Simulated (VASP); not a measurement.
# Cl (Cmce) in VASP: single point with PBEsol

Aim: the single point of Cl with PBEsol.

All numbers are computed with VASP 6.6.1; they aren't measurements. Logs are shortened: lines on timing, memory, paths and dates and some standing lists are left out, and cuts for length are marked.

### Step 1. The cell of the first run

Symmetry: Cmce, No. 64, orthorhombic system. Conventional cell: a = 6.896 Å, b = 3.881 Å, c = 8.000 Å, α = 90.00°, β = 90.00°, γ = 90.00°. Within 2.7 Å of Cl (site symmetry m) lie 1 Cl at 2.03 Å.

### Step 2. Single point, PBEsol

File POSCAR:

```
Cl
1.0
    3.4479975375     -1.9407093620      0.0000000000
    3.4479975375      1.9407093620      0.0000000000
    0.0000000000      0.0000000000      8.0001439570
Cl
4
Direct
    0.8732862456      0.1267137544      0.1112271541
    0.6267137544      0.3732862456      0.6112271541
    0.1267137544      0.8732862456      0.8887728459
    0.3732862456      0.6267137544      0.3887728459
```

File INCAR.step1:

```
  ALGO = Normal
  EDIFF = 1E-6
  ENCUT = 520
  GGA = PS
  ISIF = 2
  ISMEAR = 0
  LASPH = T
  LCHARG = T
  LREAL = F
  LWAVE = F
  NBANDS = 22
  NELM = 60
  PREC = Accurate
  SIGMA = 0.02
```

File KPOINTS.step1:

```
k-points
0
Gamma
  8 8 4
```

File INCAR.step2:

```
  ALGO = Normal
  EDIFF = 1E-6
  ENCUT = 520
  GGA = PS
  ICHARG = 11
  ISIF = 2
  ISMEAR = -5
  LASPH = T
  LCHARG = F
  LORBIT = 11
  LREAL = F
  LWAVE = F
  NEDOS = 2001
  NELM = 60
  PREC = Accurate
  SIGMA = 0.02
```

File KPOINTS.step2:

```
k-points
0
Gamma
  12 12 6
```

Potentials or basis: VASP PAW PBE potentials, release 64 (Cl).

Launch:

```console
$ cat potpaw_PBE.64/Cl/POTCAR > POTCAR
$ cp INCAR.step1 INCAR
$ cp KPOINTS.step1 KPOINTS
$ mpirun -np 1 vasp_std > vasp.out
$ cp INCAR.step2 INCAR
$ cp KPOINTS.step2 KPOINTS
$ mpirun -np 1 vasp_std > vasp.out
```

OUTCAR:

```text
EDIFF = 1E-6
   ENCUT = 520
   GGA = PS
   ICHARG = 11
   ISIF = 2
   ISMEAR = -5
   LASPH = T
   LORBIT = 11
   LREAL = F
   NELM = 60
   PREC = Accurate

 ion  position               nearest neighbor table
   1  0.873  0.127  0.111-   3 2.03
   2  0.627  0.373  0.611-   4 2.03
   3  0.127  0.873  0.889-   1 2.03
   4  0.373  0.627  0.389-   2 2.03

  LATTYP: Found a base centered orthorhombic cell.
 ALAT       =     3.8814187240
 B/A-ratio  =     1.7766686785
 C/A-ratio  =     2.0611391158

  Lattice vectors:

 A1 = (  -3.4479975375,  -1.9407093620,   0.0000000000)
 A2 = (   3.4479975375,  -1.9407093620,   0.0000000000)
 A3 = (   0.0000000000,   0.0000000000,   8.0001439570)

Analysis of symmetry for initial positions (statically):
=====================================================================
 Subroutine PRICEL returns:
 Original cell was already a primitive cell.

 Routine SETGRP: Setting up the symmetry group for a
 base centered orthorhombic supercell.

 Subroutine GETGRP returns: Found  8 space group operations
 (whereof  4 operations were pure point group operations)
 out of a pool of  8 trial point group operations.

The static configuration has the point symmetry C_2h.
 The point group associated with its full space group is D_2h.

Analysis of symmetry for dynamics (positions and initial velocities):
=====================================================================
 Subroutine PRICEL returns:
 Original cell was already a primitive cell.

 Routine SETGRP: Setting up the symmetry group for a
 base centered orthorhombic supercell.

 Subroutine GETGRP returns: Found  8 space group operations
 (whereof  4 operations were pure point group operations)
 out of a pool of  8 trial point group operations.

The dynamic configuration has the point symmetry C_2h.
 The point group associated with its full space group is D_2h.

 Subroutine INISYM returns: Found  8 space group operations
 (whereof  4 operations are pure point group operations),
 and found     1 'primitive' translations

----------------------------------------------------------------------------------------

                                     Primitive cell

  volume of cell :     107.0669

  direct lattice vectors                    reciprocal lattice vectors
     3.447997538 -1.940709362  0.000000000     0.145011704 -0.257637753  0.000000000
     3.447997538  1.940709362  0.000000000     0.145011704  0.257637753  0.000000000
[... 103 lines left out ...]
   NUPDOWN=      -1.0000    fix difference up-down
   EMIN   =  10.00;   EMAX   =-10.00  energy-range for DOS
   EFERMI =   0.00;   METHOD = LEGACY
   ISMEAR =    -5;   SIGMA  =   0.02  broadening in eV -4-tet -1-fermi 0-gaus
   EFERMI_NEDOS =   21; number of points for ismear=-14 and -15
   IALGO  =     38    algorithm
   IMIX   =      4    mixing-type and parameters
     AMIX     =   0.40;   BMIX     =  1.00
     AMIX_MAG =   1.60;   BMIX_MAG =  1.00
  volume/ion in A,a.u.               =      26.77       180.63
  Fermi-wavevector in a.u.,A,eV,Ry     =   1.046909  1.978372 14.912247  1.096019
  Thomas-Fermi vector in A             =   2.181767
   LORBIT       =     11    0 simple, 1 ext, 2 COOP (PROOUT), +10 PAW based schemes
   GGA     = PS    functional components
   LHFCALC =     F    Hartree Fock is set to
   AEXX    =    0.0000 exact exchange contribution
   IVDW    =     0    specifies the selected vdW correction
   LEPSILON=     F    determine dielectric tensor
   LRPA    =     F    only Hartree local field effects (RPA)
 non-spin polarized calculation
 Fermi weights with tetrahedron method with Bloechl corrections
  energy-cutoff  :      520.00
  volume of cell :      107.07
 maximum number of plane-waves:      2923
 NGX is ok and might be reduce to    30

 number of electron      27.9999996 magnetization

 Free energy of the ion-electron system (eV)
  ---------------------------------------------------
  ext. energy  EPLUGINS =         0.00000000
  ---------------------------------------------------
  free energy    TOTEN  =        -8.05870226 eV

  energy without entropy =       -8.05870226  energy(sigma->0) =       -8.05870226

 E-fermi :   0.1609     XC(G=0):  -8.2724

 val. band max:        0.1471411589   @ k =   0.0000   0.0000   0.0000
 cond. band min:       2.2152401995   @ k =   0.0000   0.0000   0.0000
 fundamental gap:      2.0680990407
 Fermi energy:         0.1609339884

 k-point     1 :       0.0000    0.0000    0.0000
  band No.  band energies     occupation
      1     -16.7523      2.00000
      2     -16.2879      2.00000
      3     -13.1430      2.00000
      4     -11.9052      2.00000
      5      -5.8429      2.00000
      6      -4.1439      2.00000
[... 481 lines left out ...]
      5      -5.6116      2.00000
      6      -5.3588      2.00000
[... 10 lines left out ...]
     17       8.0947      0.00000
     18       8.5359      0.00000

 [... further k-points ...]

------------------------ aborting loop because EDIFF is reached ----------------------------------------

  FORCE on cell =-STRESS in cart. coord.  units (eV):
  Direction    XX          YY          ZZ          XY          YZ          ZX
  --------------------------------------------------------------------------------------
  -------------------------------------------------------------------------------------
  Total       -0.0233476     -0.1147729     -0.3895137      0.0000000      0.0000000      0.0000000
  in kB       -0.3493802     -1.7174921     -5.8287858      0.0000000      0.0000000      0.0000000
  external PRESSURE =      -2.6318860 kB  Pullay stress =       0.0000000 kB

 VOLUME and BASIS-vectors are now :
 -----------------------------------------------------------------------------
  energy-cutoff  :      520.00
  volume of cell :      107.07
      direct lattice vectors                 reciprocal lattice vectors
     3.447997538 -1.940709362  0.000000000     0.145011704 -0.257637753  0.000000000
     3.447997538  1.940709362  0.000000000     0.145011704  0.257637753  0.000000000
     0.000000000  0.000000000  8.000143957     0.000000000  0.000000000  0.124997751

 POSITION                                       TOTAL-FORCE (eV/Angst)
 -----------------------------------------------------------------------------------
      3.44800     -1.44888      0.88983         0.000000     -0.065569     -0.128491
      3.44800     -0.49183      4.88991         0.000000      0.065569     -0.128491
      3.44800      1.44888      7.11031         0.000000      0.065569      0.128491
      3.44800      0.49183      3.11024         0.000000     -0.065569      0.128491
 -----------------------------------------------------------------------------------
    total drift:                                0.000000      0.000000      0.000000

  FREE ENERGIE OF THE ION-ELECTRON SYSTEM (eV)
  ---------------------------------------------------
  free  energy   TOTEN  =        -8.0587022602 eV

  energy  without entropy=       -8.0587022602  energy(sigma->0) =       -8.05870226

 total charge

# of ion       s       p       d       tot
------------------------------------------
    1        1.618   3.336   0.000   4.955
    2        1.618   3.336   0.000   4.955
    3        1.618   3.336   0.000   4.955
    4        1.618   3.336   0.000   4.955
--------------------------------------------------
tot          6.474  13.345   0.000  19.819
```

OUTCAR.step1:

```text
EDIFF = 1E-6
   ENCUT = 520
   GGA = PS
   ISIF = 2
[... 834 lines left out ...]
      3.44800     -1.44888      0.88983         0.000000     -0.065641     -0.128702
      3.44800     -0.49183      4.88991         0.000000      0.065641     -0.128702
      3.44800      1.44888      7.11031         0.000000      0.065641      0.128702
      3.44800      0.49183      3.11024         0.000000     -0.065641      0.128702
 -----------------------------------------------------------------------------------
    total drift:                                0.000000      0.000000      0.000000

  FREE ENERGIE OF THE ION-ELECTRON SYSTEM (eV)
  ---------------------------------------------------
  free  energy   TOTEN  =        -8.0586887321 eV

  energy  without entropy=       -8.0586887321  energy(sigma->0) =       -8.05868873
```

Wall time 2.3 min (1 thread of Intel Xeon 6975P-C (Granite Rapids), shared host); peak memory 0.36 GiB.

What came out:

```
Valence electrons inside the program's atomic spheres : Cl 4.96
```

Caveat: this functional lacks dispersion, which holds the molecules together, so the pressure and a relaxed volume are unreliable; the PAW data sets were made with another functional, which shifts forces and pressure a little.
